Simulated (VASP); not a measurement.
**LiCl: single point with r2SCAN**

LiCl:

```
CELL_PARAMETERS angstrom
0.00000 2.62234 2.62234
2.62234 0.00000 2.62234
2.62234 2.62234 0.00000
ATOMIC_POSITIONS crystal
Li 0.00000 0.00000 0.00000
Cl 0.50000 0.50000 0.50000
```

This cell differs from its parent crystal: functional r2SCAN, strained.

```
Program                : VASP 6.6.1
Task                   : single point
Functional             : r2SCAN
Potentials or basis    : VASP PAW PBE potentials, release 64 (Li_sv, Cl)
Cutoff                 : 520 eV
k mesh                 : 8 × 8 × 8
Occupations            : gaussian, width 0.02 eV
Spin                   : no spin polarisation
Dipole correction      : no
Further INCAR settings : ALGO = Normal; EDIFF = 1e-06; NBANDS = 12
```

* Band gap on the k mesh: 6.91 eV, direct

Levels at points of the mesh, in eV from the valence-band top:
```tsv
k point	band 1	band 2	band 3	band 4	band 5	band 6	band 7	band 8	band 9	band 10
(0.00, 0.00, 0.00)	-44.94	-13.76	0.00	0.00	0.00	6.91	12.60	12.60	12.60	15.20
(0.50, 0.00, 0.00)	-44.94	-13.26	-2.57	-0.24	-0.24	7.45	10.28	10.28	13.52	17.65
(0.50, 0.50, 0.00)	-44.94	-13.05	-2.64	-1.00	-1.00	8.64	9.01	12.98	14.89	14.89
```

It took 54 s on 1 thread of Intel(R) Xeon(R) Platinum 8259CL CPU @ 2.50GHz (Skylake/Cascade Lake), with other jobs on the host, peak memory 0.16 GiB.

Caveat: the cell differs from its parent crystal (functional r2SCAN, strained). A k mesh can miss the band edges.
